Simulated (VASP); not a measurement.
# CuO (Cc) in VASP: single point with PBE+U

Aim: the single point of CuO with PBE+U.

All numbers are computed with VASP 6.6.1; they aren't measurements. Logs are shortened: lines on timing, memory, paths and dates and some standing lists are left out, and cuts for length are marked.

## (1) The cell of the first run

Symmetry: Cc, No. 9, monoclinic system. Conventional cell: a = 4.689 Å, b = 3.427 Å, c = 5.132 Å, α = 90.00°, β = 99.65°, γ = 90.00°. Cu (site symmetry 1) has 4 O at 1.91 to 2.02 Å within 2.5 Å. Within 2.5 Å of O (site symmetry 1) lie 4 Cu at 1.91 to 2.02 Å.

## (2) Single point, PBE+U, collinear spin

INCAR

```
SYSTEM = CuO
  PREC = Accurate
  ENCUT = 520
  EDIFF = 1E-7
  ISMEAR = 0
  SIGMA = 0.05
  LREAL = .FALSE.
  LASPH = .TRUE.
  NELM = 150
  ALGO = Normal
  ISIF = 2
  LWAVE = .FALSE.
  LCHARG = .FALSE.
  ISPIN = 2
  MAGMOM = 1 1 1 1 0 0 0 0
  LORBIT = 11
  LMAXMIX = 4
  LDAU = .TRUE.
  LDAUTYPE = 2
  LDAUL = 2 -1
  LDAUU = 5 0
  LDAUJ = 0 0
  LDAUPRINT = 1
  GGA = PE
  NBANDS = 48
```

KPOINTS

```
Automatic mesh
0
G
  7 7 4
  0 0 0
```

POSCAR

```
CuO
1.0
    1.4840998500     -1.7133998200      5.0594394800
    1.4840998500      1.7133998200      5.0594394800
   -1.7210998200      0.0000000000     10.1188789600
Cu O
4 4
Direct
    0.0032000000      0.4968000000      0.7500000000
    0.4968000000      0.0032000000      0.0000000000
    0.0032000000      0.4968000000      0.2500000000
    0.4968000000      0.0032000000      0.5000000000
    0.5714000000      0.4056000000      0.6383500000
    0.4056000000      0.5714000000      0.8883500000
    0.5714000000      0.4056000000      0.1383500000
    0.4056000000      0.5714000000      0.3883500000
```

Potentials or basis: VASP PAW PBE potentials, release 64 (Cu, O).

Command:

```console
$ cat potpaw_PBE.64/Cu/POTCAR potpaw_PBE.64/O/POTCAR > POTCAR
$ mpirun -np 1 vasp_std > vasp.out
```

OUTCAR:

```text
SYSTEM = CuO
   PREC = Accurate
   ENCUT = 520
   EDIFF = 1E-7
   ISMEAR = 0
   LREAL = .FALSE.
   LASPH = .TRUE.
   NELM = 150
   ISIF = 2
   ISPIN = 2
   LORBIT = 11
   GGA = PE

 ion  position               nearest neighbor table
   1  0.003  0.497  0.750-   8 1.91   5 1.93   6 1.98   7 2.02
   2  0.497  0.003  0.000-   5 1.91   6 1.93   7 1.98   8 2.02
   3  0.003  0.497  0.250-   6 1.91   7 1.93   8 1.98   5 2.02
   4  0.497  0.003  0.500-   7 1.91   8 1.93   5 1.98   6 2.02
   5  0.571  0.406  0.638-   2 1.91   1 1.93   4 1.98   3 2.02
   6  0.406  0.571  0.888-   3 1.91   2 1.93   1 1.98   4 2.02
   7  0.571  0.406  0.138-   4 1.91   3 1.93   2 1.98   1 2.02
   8  0.406  0.571  0.388-   1 1.91   4 1.93   3 1.98   2 2.02
[... 9 lines left out ...]
 A1 = (   1.4840998500,  -1.7133998200,   5.0594394800)
 A2 = (   1.4840998500,   1.7133998200,   5.0594394800)
 A3 = (  -4.6892995200,   0.0000000000,   0.0000000000)

Analysis of symmetry for initial positions (statically):
=====================================================================
 Subroutine PRICEL returns following result:

  LATTYP: Found a base centered monoclinic cell.
 ALAT       =     4.6892995200
 B/A-ratio  =     0.7307700490
 C/A-ratio  =     1.0944283419
 COS(beta)  =    -0.1676798045
[... 12 lines left out ...]
 Subroutine GETGRP returns: Found  2 space group operations
 (whereof  1 operations were pure point group operations)
 out of a pool of  4 trial point group operations.

The static configuration has the point symmetry C_1 .
 The point group associated with its full space group is C_1h.

Analysis of symmetry for dynamics (positions and initial velocities):
=====================================================================
 Subroutine PRICEL returns following result:

  LATTYP: Found a base centered monoclinic cell.
 ALAT       =     4.6892995200
 B/A-ratio  =     0.7307700490
 C/A-ratio  =     1.0944283419
 COS(beta)  =    -0.1676798045
[... 12 lines left out ...]
 Subroutine GETGRP returns: Found  2 space group operations
 (whereof  1 operations were pure point group operations)
 out of a pool of  4 trial point group operations.

The dynamic configuration has the point symmetry C_1 .
 The point group associated with its full space group is C_1h.

Analysis of structural, dynamic, and magnetic symmetry:
=====================================================================
 Subroutine PRICEL returns following result:

  LATTYP: Found a base centered monoclinic cell.
 ALAT       =     4.6892995200
 B/A-ratio  =     0.7307700490
 C/A-ratio  =     1.0944283419
 COS(beta)  =    -0.1676798045
[... 12 lines left out ...]
 Subroutine GETGRP returns: Found  2 space group operations
 (whereof  1 operations were pure point group operations)
 out of a pool of  4 trial point group operations.

The overall configuration has the point symmetry C_1 .
 The point group associated with its full space group is C_1h.

 Subroutine INISYM returns: Found  2 space group operations
 (whereof  1 operations are pure point group operations),
 and found     2 'primitive' translations

----------------------------------------------------------------------------------------

                                     Primitive cell

  volume of cell :      40.6508

  direct lattice vectors                    reciprocal lattice vectors
     2.344649760 -1.713399820  0.000000000     0.213251467 -0.291817470  0.036271514
     2.344649760  1.713399820  0.000000000     0.213251467  0.291817470  0.036271514
    -0.860549910  0.000000000  5.059439480     0.000000000  0.000000000  0.197650353

  length of vectors
     2.903983719  2.903983719  5.132102298     0.363248188  0.363248188  0.197650353

  position of ions in fractional coordinates (direct lattice)
[... 94 lines left out ...]
   NELECT =      68.0000    total number of electrons
   NUPDOWN=      -1.0000    fix difference up-down
   EMIN   =  10.00;   EMAX   =-10.00  energy-range for DOS
   EFERMI =   0.00;   METHOD = LEGACY
   ISMEAR =     0;   SIGMA  =   0.05  broadening in eV -4-tet -1-fermi 0-gaus
   EFERMI_NEDOS =   21; number of points for ismear=-14 and -15
   IALGO  =     38    algorithm
   IMIX   =      4    mixing-type and parameters
     AMIX     =   0.40;   BMIX     =  1.00
     AMIX_MAG =   1.60;   BMIX_MAG =  1.00
  volume/ion in A,a.u.               =      10.16        68.58
  Fermi-wavevector in a.u.,A,eV,Ry     =   1.542451  2.914810 32.370379  2.379156
  Thomas-Fermi vector in A             =   2.648254
   LORBIT       =     11    0 simple, 1 ext, 2 COOP (PROOUT), +10 PAW based schemes
 LDA+U is selected, type is set to LDAUTYPE =  2
   angular momentum for each species LDAUL =     2   -1
   U (eV)           for each species LDAUU =   5.0  0.0
   J (eV)           for each species LDAUJ =   0.0  0.0
   GGA     = PE    functional components
   LHFCALC =     F    Hartree Fock is set to
   AEXX    =    0.0000 exact exchange contribution
   IVDW    =     0    specifies the selected vdW correction
   LEPSILON=     F    determine dielectric tensor
   LRPA    =     F    only Hartree local field effects (RPA)
 spin polarized calculation
 Gauss-broadening in eV      SIGMA  =   0.05
  energy-cutoff  :      520.00
  volume of cell :       81.30
 maximum number of plane-waves:      2210
 NGX is ok and might be reduce to    42
   NGX = 21   NGY = 21   NGZ = 39

atom =   1  type =  1  l = 2

 onsite density matrix

spin component  1
[... 116 lines left out ...]
  o =  0.3716  v =  0.0000  0.0000  0.0000  0.0000  0.0000  0.1125  0.5543  0.0107  0.7816 -0.2628      0.0000  0.0000  0.0000  0.0000  0.0000  0.0000  0.0000  0.0000  0.0000  0.0000
  o =  0.9553  v =  0.0000  0.0000  0.0000  0.0000  0.0000 -0.8509 -0.1640 -0.4417  0.2157 -0.0865      0.0000  0.0000  0.0000  0.0000  0.0000  0.0000  0.0000  0.0000  0.0000  0.0000
  o =  0.9633  v =  0.8612  0.1507  0.4448 -0.1885  0.0468  0.0000  0.0000  0.0000  0.0000  0.0000      0.0000  0.0000  0.0000  0.0000  0.0000  0.0000  0.0000  0.0000  0.0000  0.0000
  o =  0.9692  v =  0.0000  0.0000  0.0000  0.0000  0.0000 -0.0561 -0.1528  0.1925  0.4087  0.8772      0.0000  0.0000  0.0000  0.0000  0.0000  0.0000  0.0000  0.0000  0.0000  0.0000
  o =  0.9703  v =  0.0000  0.0000  0.0000  0.0000  0.0000  0.1412 -0.7747  0.2838  0.3993 -0.3742      0.0000  0.0000  0.0000  0.0000  0.0000  0.0000  0.0000  0.0000  0.0000  0.0000
  o =  0.9747  v = -0.0369  0.6185 -0.3420 -0.5811 -0.4019  0.0000  0.0000  0.0000  0.0000  0.0000      0.0000  0.0000  0.0000  0.0000  0.0000  0.0000  0.0000  0.0000  0.0000  0.0000
  o =  0.9758  v =  0.1243 -0.4905  0.0350  0.0446 -0.8606  0.0000  0.0000  0.0000  0.0000  0.0000      0.0000  0.0000  0.0000  0.0000  0.0000  0.0000  0.0000  0.0000  0.0000  0.0000
  o =  0.9783  v =  0.0000  0.0000  0.0000  0.0000  0.0000  0.4902 -0.2061 -0.8290  0.1268  0.1183      0.0000  0.0000  0.0000  0.0000  0.0000  0.0000  0.0000  0.0000  0.0000  0.0000
  o =  0.9811  v = -0.4843  0.1917  0.8270 -0.1460 -0.1531  0.0000  0.0000  0.0000  0.0000  0.0000      0.0000  0.0000  0.0000  0.0000  0.0000  0.0000  0.0000  0.0000  0.0000  0.0000
  o =  1.0305  v =  0.0832  0.5633  0.0056  0.7769 -0.2686  0.0000  0.0000  0.0000  0.0000  0.0000      0.0000  0.0000  0.0000  0.0000  0.0000  0.0000  0.0000  0.0000  0.0000  0.0000

 number of electron      68.0000030 magnetization       4.0001148

 Free energy of the ion-electron system (eV)
  ---------------------------------------------------
  ext. energy  EPLUGINS =         0.00000000
  ---------------------------------------------------
  free energy    TOTEN  =       -33.26056142 eV

  energy without entropy =      -33.26056142  energy(sigma->0) =      -33.26056142

 E-fermi :   5.4270     XC(G=0): -11.8393

 val. band max:        5.2285911879   @ k =   0.4286   0.4286   0.0000
 cond. band min:       5.6274206365   @ k =  -0.4286   0.4286   0.0000
 fundamental gap:      0.3988294486
 Fermi energy:         5.4269711089

 spin component 1

 k-point     1 :       0.0000    0.0000    0.0000
  band No.  band energies     occupation
      1     -14.1786      1.00000
      2     -12.8252      1.00000
      3     -12.8185      1.00000
      4     -12.8185      1.00000
      5      -2.9647      1.00000
      6      -2.1488      1.00000
[... 2345 lines left out ...]
     45      18.6254      0.00000
     46      19.0289      0.00000

 [... further k-points ...]

 [bands above 46 left out]

------------------------ aborting loop because EDIFF is reached ----------------------------------------

  FORCE on cell =-STRESS in cart. coord.  units (eV):
  Direction    XX          YY          ZZ          XY          YZ          ZX
  --------------------------------------------------------------------------------------
  -------------------------------------------------------------------------------------
  Total        1.8367004      2.1386834      2.3212284      0.0000000      0.0000000     -0.0821132
  in kB       36.1951023     42.1461582     45.7434982      0.0000000      0.0000000     -1.6181710
  external PRESSURE =      41.3615862 kB  Pullay stress =       0.0000000 kB

 VOLUME and BASIS-vectors are now :
 -----------------------------------------------------------------------------
  energy-cutoff  :      520.00
  volume of cell :       81.30
      direct lattice vectors                 reciprocal lattice vectors
     1.484099850 -1.713399820  5.059439480     0.213251467 -0.291817470  0.036271514
     1.484099850  1.713399820  5.059439480     0.213251467  0.291817470  0.036271514
    -1.721099820  0.000000000 10.118878960    -0.213251467  0.000000000  0.062553662

 POSITION                                       TOTAL-FORCE (eV/Angst)
 -----------------------------------------------------------------------------------
     -0.54877      0.84573     10.11888        -0.682608      0.297107      0.288367
      0.74205     -0.84573      2.52972        -0.682608     -0.297107      0.288367
      0.31177      0.84573      5.05944        -0.682608      0.297107      0.288367
     -0.11850     -0.84573      7.58916        -0.682608     -0.297107      0.288367
      0.35130     -0.28408     11.40246         0.682608      0.077509     -0.288367
     -0.07897      0.28408     13.93218         0.682608     -0.077509     -0.288367
      1.21185     -0.28408      6.34302         0.682608      0.077509     -0.288367
      0.78158      0.28408      8.87274         0.682608     -0.077509     -0.288367
 -----------------------------------------------------------------------------------
    total drift:                                0.000173     -0.000000      0.000648

  FREE ENERGIE OF THE ION-ELECTRON SYSTEM (eV)
  ---------------------------------------------------
  free  energy   TOTEN  =       -33.2605614213 eV

  energy  without entropy=      -33.2605614212  energy(sigma->0) =      -33.26056142

 total charge

# of ion       s       p       d       tot
------------------------------------------
    1        0.377   0.391   9.149   9.917
    2        0.377   0.391   9.149   9.917
    3        0.377   0.391   9.149   9.917
    4        0.377   0.391   9.149   9.917
    5        1.556   3.445   0.000   5.001
    6        1.556   3.445   0.000   5.001
    7        1.556   3.445   0.000   5.001
    8        1.556   3.445   0.000   5.001
--------------------------------------------------
tot          7.733  15.344  36.596  59.673

 magnetization (x)

# of ion       s       p       d       tot
------------------------------------------
    1       -0.003   0.004   0.681   0.682
    2       -0.003   0.004   0.681   0.682
    3       -0.003   0.004   0.681   0.682
    4       -0.003   0.004   0.681   0.682
    5        0.019   0.262   0.000   0.281
    6        0.019   0.262   0.000   0.281
    7        0.019   0.262   0.000   0.281
    8        0.019   0.262   0.000   0.281
--------------------------------------------------
tot          0.065   1.064   2.723   3.852
```

It took 37 min on 1 thread of Oxide Virtual Turin-like, shared host; peak memory 0.62 GiB.

Results:

```
Free energy                                           : -33.2606 eV
Pressure                                              : 4.1 GPa
Largest force                                         : 0.798 eV/Å
Band gap on the k mesh                                : 0.40 eV
Net moment                                            : 4.00 μB per cell
Site moments                                          : Cu +0.68; O +0.28 μB
Valence electrons inside the program's atomic spheres : Cu 9.92; O 5.00
```

Forces on the atoms (eV/Å):
```
Cu  -0.683  0.297  0.288
Cu  -0.683 -0.297  0.288
Cu  -0.683  0.297  0.288
Cu  -0.683 -0.297  0.288
O    0.683  0.078 -0.288
O    0.683 -0.078 -0.288
O    0.683  0.078 -0.288
O    0.683 -0.078 -0.288
```

Levels at points of the mesh, in eV from the valence-band top:
Spin up:
```csv
k point,band 32,band 33,band 34,band 35,band 36,band 37,band 38,band 39,band 40,band 41
"(0.00, 0.00, 0.00)",-2.09,-1.79,-1.79,-0.58,-0.08,1.77,5.58,5.58,6.53,8.36
"(0.00, 0.00, 0.50)",-2.26,-1.99,-1.99,-0.70,-0.70,4.59,4.59,6.88,6.88,9.65
```
Spin down:
```csv
k point,band 30,band 31,band 32,band 33,band 34,band 35
"(0.00, 0.00, 0.00)",-1.75,-1.75,-1.50,1.26,1.26,1.55
"(0.00, 0.00, 0.50)",-1.74,-1.65,-1.65,0.73,0.73,1.74
```

Eigenvalues of the final occupation matrices:
```
    site  spin  trace               eigenvalues
site 1 d     1   4.93  0.96 0.97 0.98 0.98 1.03
site 1 d     2   4.24  0.37 0.96 0.97 0.97 0.98
site 2 d     1   4.93  0.96 0.97 0.98 0.98 1.03
site 2 d     2   4.24  0.37 0.96 0.97 0.97 0.98
site 3 d     1   4.93  0.96 0.97 0.98 0.98 1.03
site 3 d     2   4.24  0.37 0.96 0.97 0.97 0.98
site 4 d     1   4.93  0.96 0.97 0.98 0.98 1.03
site 4 d     2   4.24  0.37 0.96 0.97 0.97 0.98
```

Caveat: the cell stands under pressure; an odd mesh through Γ misses points on the zone boundary, where band edges can lie.
